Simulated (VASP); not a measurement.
Here is a VASP 6.6.1 calculation.

INCAR

```
SYSTEM = Bi2Te3
ALGO = Normal
EDIFF = 1E-7
ENCUT = 520
ISIF = 2
ISMEAR = -1
LASPH = .TRUE.
LCHARG = .FALSE.
LREAL = .FALSE.
LWAVE = .FALSE.
NBANDS = 32
NELM = 80
PREC = Accurate
SIGMA = 0.08
```

KPOINTS

```
k-points
0
G
  8 8 8
  0 0 0
```

File POSCAR:

```
Bi2Te3
1.0
    2.2518161968      1.3000866874     10.1417522724
   -2.2518161968      1.3000866874     10.1417522724
    0.0000000000     -2.6001733748     10.1417522724
Bi Te
2 3
Direct
    0.8120000000      0.8120000000      0.8120000000
    0.4020000000      0.4020000000      0.4020000000
    0.6110000000      0.6110000000      0.6110000000
    0.2000000000      0.2000000000      0.2000000000
    0.0000000000      0.0000000000      0.0000000000
```

Potentials or basis: VASP PAW LDA potentials, release 64 (Bi_d, Te).

Launch:

```console
$ cat potpaw_LDA.64/Bi_d/POTCAR potpaw_LDA.64/Te/POTCAR > POTCAR
$ mpirun -np 1 vasp_std > vasp.out
```

(1) Predict the band gap on the k mesh.

(2) What does it give for the pressure?

## Answers

(1) zero (bands 24 and 25 overlap by 0.18 eV).

(2) -4.2 GPa.

Caveat: the cell stands under tension; spin-orbit coupling is left out, which moves the levels of the heavy elements.
